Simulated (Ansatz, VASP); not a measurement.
**One calculation of PtSe2, two programs**

The input INCAR:

```
SYSTEM = PtSe2
PREC = Accurate ; ENCUT = 520
EDIFF = 1E-7 ; ISMEAR = 0
SIGMA = 0.15 ; LREAL = .False.
LASPH = .True. ; NELM = 100
ALGO = Normal ; ISIF = 2
LWAVE = .False. ; LCHARG = .True.
GGA = PE ; IVDW = 12
LELF = .True. ; LVHAR = .True.
NBANDS = 18
```

Contents of KPOINTS:

```
Automatic mesh
0
Gamma
  12 12 8
  0 0 0
```

POSCAR

```
PtSe2
1.0
    3.7224757418      0.0000000000      0.0000000000
   -1.8612378709      3.2237585574      0.0000000000
    0.0000000000      0.0000000000      4.9497759939
Pt Se
1 2
Direct
    0.0000000000      0.0000000000      0.0000000000
    0.3333333333      0.6666666667      0.3283590974
    0.6666666667      0.3333333333      0.6716409026
```

Input for Ansatz:

```yaml
crystal:
  lattice:
    - [3.7224757418, 0.0, 0.0]
    - [-1.8612378709, 3.2237585574, 0.0]
    - [0.0, 0.0, 4.9497759939]
  atoms:
    - { symbol: Pt, position: [0.0, 0.0, 0.0] }
    - { symbol: Se, position: [0.3333333333, 0.6666666667, 0.3283590974] }
    - { symbol: Se, position: [0.6666666667, 0.3333333333, 0.6716409026] }
basis:
  ecutwfc: 420
kpoints:
  mp_grid: { grid: [12, 12, 8] }
hamiltonian:
  xc: pbe
  pseudopotentials: { kind: paw, azcp: { folder: soft_1 } }
  dispersion: d3bj
scf:
  occupations: { method: gaussian, width: 0.15 }
output:
  forces: true
  stress: true
  eigenvalues: true
```

Alike in both runs: task single point; functional PBE; dispersion D3(BJ); k mesh 12 × 12 × 8; occupations gaussian, width 0.15 eV; no spin polarisation.

|  | VASP | Ansatz |
| --- | --- | --- |
| version | VASP 6.6.1 | Ansatz 0.2.0 |
| potentials or method | VASP PAW PBE potentials, release 64 (Pt, Se), cutoff 520 eV | scalar-relativistic, plane waves, PAW |
| valence electrons in the cell | 22 | 50 |

|  | VASP | Ansatz | Ansatz less VASP |
| --- | --- | --- | --- |
| gap on the k mesh at the Fermi level (eV) | none | none | - |
| pressure (GPa) | -7.8 | -7.8 | +0.02 |
| traceless stress, the component that is largest in VASP (GPa) | -3.19 | -3.21 | -0.022 |
| rms of the force components (eV/Å) | 1.265 | 1.266 | +0.0008 |

Atom by atom the forces differ by 0.001 eV/Å (rms over components). A gap of «none» marks a metal or a gap that the smearing closes. VASP's potentials hold 22 valence electrons a cell and Ansatz's 50, so a difference there can come from the potentials and not from the codes.

Neither program's run includes spin-orbit coupling.
